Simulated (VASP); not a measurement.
# PtF2 (P4/mmm) in VASP: a series of runs, part 2 of 2

VASP 6.6.1. Earlier steps stand in the parts before.

### Step 3. Single point, PBE (atoms taken out)

INCAR

```
SYSTEM = PtF2
PREC = Accurate
ENCUT = 520
EDIFF = 1E-6
ISMEAR = 0
SIGMA = 0.1
LREAL = .FALSE.
LASPH = .TRUE.
NELM = 100
ALGO = Normal
ISIF = 2
LWAVE = .FALSE.
LCHARG = .FALSE.
GGA = PE
NBANDS = 19
```

KPOINTS

```
Automatic mesh
0
G
  6 6 4
  0 0 0
```

POSCAR

```
PtF2
1.0
    3.2831641549      0.0000000000      0.0000000000
    0.0000000000      3.2831641549      0.0000000000
    0.0000000000      0.0000000000      4.0991437266
Pt F
1 2
Direct
    0.0000000000      0.0000000000      0.0000000000
    0.0000000000      0.0000000000      0.5000000000
    0.5000000000      0.5000000000      0.0000000000
```

Potentials or basis: VASP PAW PBE potentials, release 64 (Pt, F).

On the command line:

```bash
$ cat potpaw_PBE.64/Pt/POTCAR potpaw_PBE.64/F/POTCAR > POTCAR
$ mpirun -np 1 vasp_std > vasp.out
```

OUTCAR:

```text
SYSTEM = PtF2
   PREC = Accurate
   ENCUT = 520
   EDIFF = 1E-6
   ISMEAR = 0
   LREAL = .FALSE.
   LASPH = .TRUE.
   NELM = 100
   ISIF = 2
   GGA = PE

 ion  position               nearest neighbor table
   1  0.000  0.000  0.000-   2 2.05   2 2.05   3 2.32   3 2.32   3 2.32   3 2.32
   2  0.000  0.000  0.500-   1 2.05   1 2.05
   3  0.500  0.500  0.000-   1 2.32   1 2.32   1 2.32   1 2.32

  LATTYP: Found a simple tetragonal cell.
 ALAT       =     3.2831641549
 C/A-ratio  =     1.2485345031

  Lattice vectors:

 A1 = (   3.2831641549,   0.0000000000,   0.0000000000)
 A2 = (   0.0000000000,   3.2831641549,   0.0000000000)
 A3 = (   0.0000000000,   0.0000000000,   4.0991437266)

Analysis of symmetry for initial positions (statically):
=====================================================================
 Subroutine PRICEL returns:
 Original cell was already a primitive cell.

 Routine SETGRP: Setting up the symmetry group for a
 simple tetragonal supercell.

 Subroutine GETGRP returns: Found 16 space group operations
 (whereof 16 operations were pure point group operations)
 out of a pool of 16 trial point group operations.
[... 164 lines left out ...]

 E-fermi :   2.3672     XC(G=0):  -9.9266

 val. band max:        2.3258253507   @ k =   0.1667   0.1667   0.0000
 cond. band min:       2.6198985284   @ k =   0.3333   0.1667   0.0000
 fundamental gap:      0.2940731777
 Fermi energy:         2.3671887836

 k-point     1 :       0.0000    0.0000    0.0000
  band No.  band energies     occupation
      1     -21.2994      2.00000
      2     -20.7114      2.00000
      3      -3.3743      2.00000
      4      -2.7570      2.00000
      5      -2.7570      2.00000
      6      -1.7123      2.00000
[... 505 lines left out ...]
      6      -3.5784      2.00000
[... 11 lines left out ...]
     18      17.4076      0.00000
     19      19.8603      0.00000

 [... further k-points ...]

------------------------ aborting loop because EDIFF is reached ----------------------------------------

  FORCE on cell =-STRESS in cart. coord.  units (eV):
  Direction    XX          YY          ZZ          XY          YZ          ZX
  --------------------------------------------------------------------------------------
  -------------------------------------------------------------------------------------
  Total       -0.0225979     -0.0225979      0.0989207      0.0000000      0.0000000      0.0000000
  in kB       -0.8194075     -0.8194075      3.5868995      0.0000000      0.0000000      0.0000000
  external PRESSURE =       0.6493615 kB  Pullay stress =       0.0000000 kB

 VOLUME and BASIS-vectors are now :
 -----------------------------------------------------------------------------
  energy-cutoff  :      520.00
  volume of cell :       44.19
      direct lattice vectors                 reciprocal lattice vectors
     3.283164155  0.000000000  0.000000000     0.304584222  0.000000000  0.000000000
     0.000000000  3.283164155  0.000000000     0.000000000  0.304584222  0.000000000
     0.000000000  0.000000000  4.099143727     0.000000000  0.000000000  0.243953388

 POSITION                                       TOTAL-FORCE (eV/Angst)
 -----------------------------------------------------------------------------------
      0.00000      0.00000      0.00000         0.000000      0.000000      0.000000
      0.00000      0.00000      2.04957         0.000000      0.000000      0.000000
      1.64158      1.64158      0.00000         0.000000      0.000000      0.000000
 -----------------------------------------------------------------------------------
    total drift:                                0.000000     -0.000000     -0.000000

  FREE ENERGIE OF THE ION-ELECTRON SYSTEM (eV)
  ---------------------------------------------------
  free  energy   TOTEN  =       -11.5396853058 eV

  energy  without entropy=      -11.5352149464  energy(sigma->0) =      -11.53745013
```

OSZICAR:

```text
N       E                     dE             d eps       ncg     rms          rms(c)
DAV:   1     0.141982753915E+03    0.14198E+03   -0.13380E+04  1156   0.118E+03
DAV:   2    -0.703012126346E+01   -0.14901E+03   -0.14442E+03  1280   0.289E+02
DAV:   3    -0.132389783897E+02   -0.62089E+01   -0.61129E+01  1289   0.571E+01
DAV:   4    -0.132777704806E+02   -0.38792E-01   -0.38787E-01  1239   0.496E+00
DAV:   5    -0.132781161678E+02   -0.34569E-03   -0.34568E-03  1244   0.475E-01    0.150E+01
DAV:   6    -0.117176341527E+02    0.15605E+01   -0.64137E+00  1182   0.236E+01    0.111E+01
DAV:   7    -0.115658947679E+02    0.15174E+00   -0.69739E-01  1182   0.897E+00    0.738E+00
DAV:   8    -0.115429178794E+02    0.22977E-01   -0.12697E-01  1167   0.342E+00    0.670E-01
DAV:   9    -0.115399101790E+02    0.30077E-02   -0.11138E-02  1273   0.114E+00    0.246E-01
DAV:  10    -0.115396367561E+02    0.27342E-03   -0.24217E-03  1179   0.413E-01    0.113E-01
DAV:  11    -0.115396638435E+02   -0.27087E-04   -0.69554E-05  1197   0.758E-02    0.428E-02
DAV:  12    -0.115396836924E+02   -0.19849E-04   -0.23363E-05  1182   0.382E-02    0.523E-03
DAV:  13    -0.115396853209E+02   -0.16285E-05   -0.26708E-06  1224   0.164E-02    0.357E-03
DAV:  14    -0.115396853058E+02    0.15050E-07   -0.21552E-07   776   0.486E-03
   1 F= -.11539685E+02 E0= -.11537450E+02  d E =-.447036E-02
```

Run time: 15 s. Hardware: 1 thread of AMD EPYC 7R13 (Zen 3), shared host; peak memory 0.13 GiB.

What came out:

```yaml
Free_energy: -11.5397 eV
Pressure: 0.1 GPa
Band_gap_on_the_k_mesh: zero (bands 12 and 13 overlap by 2.17 eV)
```

Stress tensor (GPa, compression positive):
```
-0.08  0.00  0.00
 0.00 -0.08  0.00
 0.00  0.00  0.36
```

Caveat: the k points lie up to 0.38 Å⁻¹ apart, too coarse for converged energies and pressures of a metal; the cell differs from its parent crystal (atoms taken out); spin-orbit coupling is left out, which moves the levels of the heavy elements.

### Step 4. Relaxation of cell and atoms, PBE (atoms taken out)

INCAR

```
SYSTEM = PtF2
  PREC = Accurate
  ENCUT = 600
  EDIFF = 1E-7
  ISMEAR = 0
  SIGMA = 0.1
  LREAL = .False.
  LASPH = .True.
  NELM = 80
  ALGO = Normal
  ISIF = 3
  LWAVE = .False.
  LCHARG = .False.
  GGA = PE
  IBRION = 2
  NSW = 90
  EDIFFG = -0.04
```

KPOINTS

```
regular mesh
0
Gamma
  6 6 4
  0 0 0
```

POSCAR

```
PtF2
1.0
    2.8331746200      0.0000000000      0.0000000000
    0.0000000000      2.8331746200      0.0000000000
    0.0000000000      0.0000000000      4.0067139700
Pt F
1 2
Direct
    0.0000000000      0.0000000000      0.0000000000
    0.0000000000      0.0000000000      0.5000000000
    0.5000000000      0.5000000000      0.0000000000
```

On the command line:

```bash
$ cat potpaw_PBE.64/Pt/POTCAR potpaw_PBE.64/F/POTCAR > POTCAR
$ mpirun -np 1 vasp_std > vasp.out
```

Run time: 81 s. Hardware: 1 thread of AMD EPYC 7R13 (Zen 3), shared host; peak memory 0.14 GiB.

Results (log left out):

```
Free energy                           : -11.4951 eV
Relaxed volume                        : 14.60 Å³/atom
Relaxed cell                          : a = 3.266 Å, b = 3.266 Å, c = 4.105 Å, α = 90.00°, β = 90.00°, γ = 90.00°
Space group after relaxing (to 0.1 Å) : P4/mmm (No. 123)
Energy gained by relaxing             : 798.1 meV/atom
Ionic steps                           : 8
Pressure after relaxing               : -0.1 GPa
Band gap on the k mesh                : zero (bands 12 and 13 overlap by 2.23 eV)
```

The path:
```csv
step,energy change (eV),largest force (eV/Å),pressure (GPa),volume (Å³)
1,0.0000,0.0000,75.79,32.16
2,-0.7154,0.0000,-25.21,61.42
3,-2.3587,0.0000,-3.51,44.84
4,-2.3623,0.0000,-2.54,44.44
5,-2.3632,0.0000,-1.82,44.16
6,-2.3896,0.0000,1.42,43.38
7,-2.3939,0.0000,0.43,43.59
8,-2.3942,0.0000,-0.09,43.79
```

Final structure:
```cif
data_structure
_symmetry_space_group_name_H-M 'P 1'
_symmetry_Int_Tables_number 1
_cell_length_a 3.2660
_cell_length_b 3.2660
_cell_length_c 4.1049
_cell_angle_alpha 90.000
_cell_angle_beta 90.000
_cell_angle_gamma 90.000
_cell_volume 43.79
loop_
_atom_site_label
_atom_site_type_symbol
_atom_site_fract_x
_atom_site_fract_y
_atom_site_fract_z
_atom_site_occupancy
Pt1 Pt 0.00000 0.00000 0.00000 1
F1 F 0.00000 0.00000 0.50000 1
F2 F 0.50000 0.50000 0.00000 1
```

Levels at points of the mesh, in eV from the Fermi level:
| k point | band 8 | band 9 | band 10 | band 11 | band 12 | band 13 | band 14 | band 15 | band 16 |
| --- | --- | --- | --- | --- | --- | --- | --- | --- | --- |
| (0.00, 0.00, 0.00) | -3.46 | -2.95 | -1.65 | -1.40 | -1.40 | -1.21 | 0.93 | 10.03 | 11.15 |
| (0.50, 0.00, 0.00) | -3.46 | -1.31 | -1.23 | -1.03 | -0.15 | 1.01 | 4.98 | 6.46 | 11.87 |
| (0.50, 0.50, 0.00) | -3.86 | -2.07 | -2.07 | -1.17 | -0.63 | -0.33 | 5.03 | 9.24 | 9.24 |
| (0.00, 0.00, 0.50) | -4.31 | -2.92 | -1.25 | -1.21 | -0.17 | -0.17 | 5.30 | 6.64 | 14.33 |
| (0.50, 0.00, 0.50) | -3.57 | -0.99 | -0.20 | -0.12 | 1.02 | 2.21 | 6.41 | 7.28 | 8.48 |
| (0.50, 0.50, 0.50) | -4.35 | -1.14 | -0.50 | -0.50 | -0.33 | 1.17 | 7.76 | 9.11 | 9.11 |

Caveat: the k points lie up to 0.38 Å⁻¹ apart in the final cell, too coarse for converged energies and pressures of a metal; the cell differs from its parent crystal (atoms taken out); the volume moved by over 15 % at a fixed basis, so the end points are rough; spin-orbit coupling is left out, which moves the levels of the heavy elements.

### Step 5. Single point, PBE, collinear spin (atoms taken out)

INCAR

```
  PREC = Accurate
  ENCUT = 520
  EDIFF = 1E-6
  ISMEAR = 0
  SIGMA = 0.1
  LREAL = False
  LASPH = True
  NELM = 150
  ALGO = Normal
  ISIF = 2
  LWAVE = False
  LCHARG = False
  ISPIN = 2
  MAGMOM = 1 0 0
  LORBIT = 11
  LMAXMIX = 4
  GGA = PE
  NBANDS = 23
```

KPOINTS

```
regular mesh
0
Gamma
  6 6 4
```

POSCAR is that of step 4.

On the command line:

```bash
$ cat potpaw_PBE.64/Pt/POTCAR potpaw_PBE.64/F/POTCAR > POTCAR
$ mpirun -np 1 vasp_std > vasp.out
```

Run time: 32 s. Hardware: 1 thread of AMD EPYC 7R13 (Zen 3), shared host; peak memory 0.15 GiB.

Results (log left out):

| Item | Value |
| --- | --- |
| Free energy | -9.0956 eV |
| Pressure | 75.9 GPa |
| Band gap on the k mesh | zero (filled and empty bands overlap) |
| Net moment | 0.00 μB per cell |
| Valence electrons inside the program's atomic spheres | Pt 9.49; F 6.09, 6.14 |

Stress tensor (GPa, compression positive):
```
97.23  0.00  0.00
 0.00 97.23  0.00
 0.00  0.00 33.21
```

Levels at points of the mesh, in eV from the Fermi level:
Spin up:
```
           k point  band 10  band 11  band 12  band 13  band 14  band 15
(0.00, 0.00, 0.00)    -2.32    -2.32    -2.28    -2.13     0.29     9.54
(0.50, 0.00, 0.00)    -2.02    -1.87    -0.58     2.33     6.92     7.06
(0.50, 0.50, 0.00)    -4.04    -1.20    -1.16    -0.30     7.03    10.36
(0.00, 0.00, 0.50)    -2.27    -1.42    -1.04    -1.04     4.98     6.02
(0.50, 0.00, 0.50)    -1.06    -0.89     2.33     2.83     6.43     7.86
(0.50, 0.50, 0.50)    -2.03    -1.13    -0.29     1.35     9.36     9.82
```
Spin down:
```
           k point  band 8  band 9  band 10  band 11  band 12  band 13  band 14  band 15  band 16  band 17
(0.00, 0.00, 0.00)   -4.71   -4.71    -2.32    -2.32    -2.28    -2.13     0.29     9.54    10.74    16.94
(0.50, 0.00, 0.00)   -4.60   -2.07    -2.02    -1.87    -0.58     2.33     6.92     7.06    10.83    12.81
(0.50, 0.50, 0.00)   -5.78   -4.04    -4.04    -1.20    -1.16    -0.30     7.03    10.36    10.48    10.48
(0.00, 0.00, 0.50)   -5.56   -5.56    -2.27    -1.42    -1.04    -1.04     4.98     6.02    14.28    17.31
(0.50, 0.00, 0.50)   -5.35   -1.77    -1.06    -0.89     2.33     2.83     6.43     7.86     8.84    11.93
(0.50, 0.50, 0.50)   -7.18   -2.03    -2.03    -1.13    -0.29     1.35     9.36     9.82     9.82    11.32
```

Caveat: the k points lie up to 0.39 Å⁻¹ apart, too coarse for converged energies and pressures of a metal; the cell differs from its parent crystal (atoms taken out); spin-orbit coupling is left out, which moves the levels of the heavy elements.

### Step 6. Summary

| task | spin | cell | cutoff (eV) | gap on the mesh (eV) | pressure (GPa) |
| --- | --- | --- | --- | --- | --- |
| single point | off | a = 2.833, b = 2.833, c = 4.007 Å, 3 atoms | 520 | none | 75.9 |
| single point | off | a = 3.283, b = 3.283, c = 4.099 Å, 3 atoms | 520 | none | 0.1 |
| relaxation of cell and atoms | off | relaxed from a = 2.833, b = 2.833, c = 4.007 Å, 3 atoms | 600 | none | -0.1 |
| single point | collinear | a = 2.833, b = 2.833, c = 4.007 Å, 3 atoms | 520 | none | 75.9 |

Alike in all rows: level PBE; potentials or basis VASP PAW PBE potentials, release 64 (Pt, F); k mesh 6 × 6 × 4; smearing gaussian 0.1 eV.

Caveats: all runs use coarse meshes; spin-orbit coupling is left out, which moves the levels of the heavy elements; the volume moved by over 15 % at a fixed basis, so the end points are rough (at least some runs).

Absolute energies hang on the potentials; compare differences alone.

The gap in the log of VASP goes by the Fermi energy; the results here count the filled bands.